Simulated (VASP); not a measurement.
# Ta (P6_3/mmc) in VASP: further runs, part 2 of 2

VASP 6.6.1. The steps go on from the part before.

## (3) Single point, r2SCAN

This run uses another cell than the first one, of 19.19 Å³/atom.

Input file POSCAR:

```
Ta
1.0
    2.9195803945      0.0000000000      0.0000000000
   -1.4597901972      2.5284307900      0.0000000000
    0.0000000000      0.0000000000      5.2004887322
Ta
2
Direct
    0.3333333333      0.6666666667      0.2500000000
    0.6666666667      0.3333333333      0.7500000000
```

Input file INCAR.step1:

```
PREC     = Accurate       # precision mode
ENCUT    = 520            # plane-wave cutoff, eV
ISMEAR   = -1             # smearing method
SIGMA    = 0.05           # smearing width, eV
LREAL    = False          # projectors in reciprocal space
LASPH    = True           # aspherical terms in the spheres
NELM     = 100            # most SCF steps
NBANDS   = 18             # bands
GGA      = PE             # functional
ALGO     = Normal         # electronic algorithm
EDIFF    = 1E-4           # SCF threshold, eV
LWAVE    = True           # write WAVECAR
LCHARG   = False          # write CHGCAR
```

Input file INCAR.step2:

```
PREC     = Accurate       # precision mode
ENCUT    = 520            # plane-wave cutoff, eV
EDIFF    = 1E-7           # SCF threshold, eV
ISMEAR   = -1             # smearing method
SIGMA    = 0.05           # smearing width, eV
LREAL    = False          # projectors in reciprocal space
LASPH    = True           # aspherical terms in the spheres
NELM     = 100            # most SCF steps
ALGO     = Normal         # electronic algorithm
ISIF     = 2              # what is computed and relaxed
LWAVE    = False          # write WAVECAR
LCHARG   = True           # write CHGCAR
METAGGA  = R2SCAN         # meta-GGA
LMIXTAU  = True         
LELF     = True           # ELF
LVHAR    = True         
NBANDS   = 18             # bands
ISTART   = 1
```

Input file KPOINTS:

```
regular mesh
0
Gamma
  11 11 5
```

Potentials or basis: VASP PAW PBE potentials, release 64 (Ta_pv).

The run is started by

```
$ cat potpaw_PBE.64/Ta_pv/POTCAR > POTCAR
$ cp INCAR.step1 INCAR
$ mpirun -np 1 vasp_std > vasp.out
$ cp INCAR.step2 INCAR
$ mpirun -np 1 vasp_std > vasp.out
```

OUTCAR:

```text
PREC = Accurate
   ENCUT = 520
   EDIFF = 1E-7
   ISMEAR = -1
   LREAL = False
   LASPH = True
   NELM = 100
   ISIF = 2
   METAGGA = R2SCAN
   ISTART = 1

 ion  position               nearest neighbor table
   1  0.333  0.667  0.250-   2 3.10   2 3.10   2 3.10   2 3.10   2 3.10   2 3.10
   2  0.667  0.333  0.750-   1 3.10   1 3.10   1 3.10   1 3.10   1 3.10   1 3.10

  LATTYP: Found a hexagonal cell.
 ALAT       =     2.9195803945
 C/A-ratio  =     1.7812452577

[... 693 lines left out ...]
 [... further k-points ...]

------------------------ aborting loop because EDIFF is reached ----------------------------------------

  FORCE on cell =-STRESS in cart. coord.  units (eV):
  Direction    XX          YY          ZZ          XY          YZ          ZX
  --------------------------------------------------------------------------------------
  -------------------------------------------------------------------------------------
  Total       -1.7109457     -1.7109457     -1.3680502     -0.0000000      0.0000000     -0.0000000
  in kB      -71.4054139    -71.4054139    -57.0948501     -0.0000000      0.0000000     -0.0000000
  external PRESSURE =     -66.6352260 kB  Pullay stress =       0.0000000 kB

 VOLUME and BASIS-vectors are now :
 -----------------------------------------------------------------------------
  energy-cutoff  :      520.00
  volume of cell :       38.39
      direct lattice vectors                 reciprocal lattice vectors
     2.919580395  0.000000000  0.000000000     0.342514973  0.197751112  0.000000000
    -1.459790197  2.528430790  0.000000000     0.000000000  0.395502224  0.000000000
     0.000000000  0.000000000  5.200488732     0.000000000  0.000000000  0.192289620

 POSITION                                       TOTAL-FORCE (eV/Angst)
 -----------------------------------------------------------------------------------
     -0.00000      1.68562      1.30012         0.000000     -0.000000      0.000000
      1.45979      0.84281      3.90037        -0.000000      0.000000      0.000000
 -----------------------------------------------------------------------------------
    total drift:                                0.000000     -0.000000      0.000000

  FREE ENERGIE OF THE ION-ELECTRON SYSTEM (eV)
  ---------------------------------------------------
  free  energy   TOTEN  =       -96.5477863142 eV

  energy  without entropy=      -96.5280641366  energy(sigma->0) =      -96.53792523
```

OSZICAR.step1:

```text
N       E                     dE             d eps       ncg     rms          rms(c)
DAV:   1     0.171316509394E+03    0.17132E+03   -0.12739E+04  1744   0.125E+03
DAV:   2    -0.194944779705E+02   -0.19081E+03   -0.18757E+03  2112   0.356E+02
DAV:   3    -0.239974159003E+02   -0.45029E+01   -0.44477E+01  2082   0.511E+01
DAV:   4    -0.240305850657E+02   -0.33169E-01   -0.33107E-01  1958   0.468E+00
DAV:   5    -0.240308363210E+02   -0.25126E-03   -0.25123E-03  1972   0.389E-01    0.170E+01
DAV:   6    -0.233016204309E+02    0.72922E+00   -0.80873E-01  1906   0.780E+00    0.814E+00
DAV:   7    -0.230787170813E+02    0.22290E+00   -0.68455E-01  1980   0.679E+00    0.521E-01
DAV:   8    -0.230761563104E+02    0.25608E-02   -0.99451E-03  1908   0.859E-01    0.142E-01
DAV:   9    -0.230761416444E+02    0.14666E-04   -0.31700E-04  1964   0.149E-01
   1 F= -.23076142E+02 E0= -.23066143E+02  d E =-.199965E-01
```

It took 2.3 min on 1 thread of Intel Xeon 8259CL, shared host; peak memory 0.19 GiB.

What came out:

- Free energy: -96.5478 eV
- Pressure: -6.7 GPa
- Band gap on the k mesh: zero (bands 11 and 12 overlap by 1.46 eV)

Caveat: the cell stands under tension; the PAW data sets were made with another functional, which shifts forces and pressure a little; spin-orbit coupling is left out, which moves the levels of the heavy elements.

## (4) Single point, r2SCAN

This run uses another cell than the first one, of 19.57 Å³/atom.

Input file POSCAR:

```
Ta
1.0
    2.9385392399      0.0000000000      0.0000000000
   -1.4692696200      2.5448496318      0.0000000000
    0.0000000000      0.0000000000      5.2342590858
Ta
2
Direct
    0.3333333333      0.6666666667      0.2500000000
    0.6666666667      0.3333333333      0.7500000000
```

Input file INCAR.step1:

```
SYSTEM = Ta
  PREC = Accurate
  ENCUT = 520
  ISMEAR = -1
  SIGMA = 0.05
  LREAL = .FALSE.
  LASPH = .TRUE.
  NELM = 60
  NBANDS = 18
  GGA = PE
  ALGO = Normal
  EDIFF = 1E-4
  LWAVE = .TRUE.
  LCHARG = .FALSE.
```

Input file INCAR.step2:

```
SYSTEM = Ta
  PREC = Accurate
  ENCUT = 520
  EDIFF = 1E-7
  ISMEAR = -1
  SIGMA = 0.05
  LREAL = .FALSE.
  LASPH = .TRUE.
  NELM = 60
  ALGO = Normal
  ISIF = 2
  LWAVE = .FALSE.
  LCHARG = .FALSE.
  METAGGA = R2SCAN
  LMIXTAU = .TRUE.
  NBANDS = 18
  ISTART = 1
```

Input file KPOINTS:

```
regular mesh
0
G
  11 11 5
  0 0 0
```

The run is started by

```
$ cat potpaw_PBE.64/Ta_pv/POTCAR > POTCAR
$ cp INCAR.step1 INCAR
$ mpirun -np 1 vasp_std > vasp.out
$ cp INCAR.step2 INCAR
$ mpirun -np 1 vasp_std > vasp.out
```

It took 2.2 min on 1 thread of Intel Xeon 8259CL, shared host; peak memory 0.18 GiB.

Results (log left out):

```
Free energy            : -96.5089 eV
Pressure               : -9.9 GPa
Band gap on the k mesh : zero (bands 11 and 12 overlap by 1.42 eV)
```

Stress tensor (GPa, compression positive):
```
-10.42   0.00   0.00
  0.00 -10.42   0.00
  0.00   0.00  -8.85
```

Levels at points of the mesh, in eV from the Fermi level:
```tsv
k point	band 7	band 8	band 9	band 10	band 11	band 12	band 13	band 14	band 15	band 16
(0.00, 0.00, 0.00)	-8.46	-5.02	-0.54	-0.47	0.69	0.69	1.24	1.24	3.13	3.13
```

Caveat: the cell stands under tension; the PAW data sets were made with another functional, which shifts forces and pressure a little; spin-orbit coupling is left out, which moves the levels of the heavy elements.

## (5) Single point, r2SCAN

This run uses another cell than the first one, of 19.95 Å³/atom.

Input file POSCAR:

```
Ta
1.0
    2.9572565550      0.0000000000      0.0000000000
   -1.4786282775      2.5610593022      0.0000000000
    0.0000000000      0.0000000000      5.2675992145
Ta
2
Direct
    0.3333333333      0.6666666667      0.2500000000
    0.6666666667      0.3333333333      0.7500000000
```

Input file INCAR.step1:

```
SYSTEM = Ta
PREC     = Accurate       ! precision mode
ENCUT    = 520            ! plane-wave cutoff, eV
ISMEAR   = -1             ! smearing method
SIGMA    = 0.05           ! smearing width, eV
LREAL    = .False.        ! projectors in reciprocal space
LASPH    = .True.         ! aspherical terms in the spheres
NELM     = 100            ! most SCF steps
NBANDS   = 18             ! bands
GGA      = PE             ! functional
ALGO     = Normal         ! electronic algorithm
EDIFF    = 1E-4           ! SCF threshold, eV
LWAVE    = .True.         ! write WAVECAR
LCHARG   = .False.        ! write CHGCAR
```

Input file INCAR.step2:

```
SYSTEM = Ta
PREC     = Accurate       ! precision mode
ENCUT    = 520            ! plane-wave cutoff, eV
EDIFF    = 1E-6           ! SCF threshold, eV
ISMEAR   = -1             ! smearing method
SIGMA    = 0.05           ! smearing width, eV
LREAL    = .False.        ! projectors in reciprocal space
LASPH    = .True.         ! aspherical terms in the spheres
NELM     = 100            ! most SCF steps
ALGO     = Normal         ! electronic algorithm
ISIF     = 2              ! what is computed and relaxed
LWAVE    = .False.        ! write WAVECAR
LCHARG   = .False.        ! write CHGCAR
METAGGA  = R2SCAN         ! meta-GGA
LMIXTAU  = .True.       
NBANDS   = 18             ! bands
ISTART   = 1
```

Input file KPOINTS:

```
regular mesh
0
Gamma
  11 11 5
  0 0 0
```

The run is started by

```
$ cat potpaw_PBE.64/Ta_pv/POTCAR > POTCAR
$ cp INCAR.step1 INCAR
$ mpirun -np 1 vasp_std > vasp.out
$ cp INCAR.step2 INCAR
$ mpirun -np 1 vasp_std > vasp.out
```

It took 1.8 min on 1 thread of Intel Xeon 8259CL, shared host; peak memory 0.18 GiB.

The run converged. Its results:

| Property | Result |
| --- | --- |
| Free energy | -96.4555 eV |
| Pressure | -12.8 GPa |
| Band gap on the k mesh | zero (bands 11 and 12 overlap by 1.39 eV) |

Stress tensor (GPa, compression positive):
```
-13.41   0.00   0.00
  0.00 -13.41   0.00
  0.00   0.00 -11.68
```

Levels at points of the mesh, in eV from the Fermi level:
```tsv
k point	band 9	band 10	band 11	band 12	band 13	band 14
(0.00, 0.00, 0.00)	-0.51	-0.50	0.70	0.70	1.23	1.23
```

Caveat: the cell stands under tension; the PAW data sets were made with another functional, which shifts forces and pressure a little; spin-orbit coupling is left out, which moves the levels of the heavy elements.

## (6) The runs side by side

```tsv
cell	gap on the mesh (eV)	pressure (GPa)
a = 2.881, b = 2.881, c = 5.132 Å, angles 90.0, 90.0, 120.0°, 2 atoms	none	0.8
a = 2.920, b = 2.920, c = 5.200 Å, angles 90.0, 90.0, 120.0°, 2 atoms	none	-6.7
a = 2.939, b = 2.939, c = 5.234 Å, angles 90.0, 90.0, 120.0°, 2 atoms	none	-9.9
a = 2.957, b = 2.957, c = 5.268 Å, angles 90.0, 90.0, 120.0°, 2 atoms	none	-12.8
```

Alike in all rows: task single point; level r2SCAN; potentials or basis VASP PAW PBE potentials, release 64 (Ta_pv); no spin polarisation; k mesh 11 × 11 × 5; cutoff (eV) 520; smearing fermi-dirac 0.05 eV.

Caveats: the PAW data sets were made with another functional, which shifts forces and pressure a little; spin-orbit coupling is left out, which moves the levels of the heavy elements; the cell stands under tension (at least some runs).

Total energies depend on the potentials used, so only differences within one code and one set of settings carry meaning.
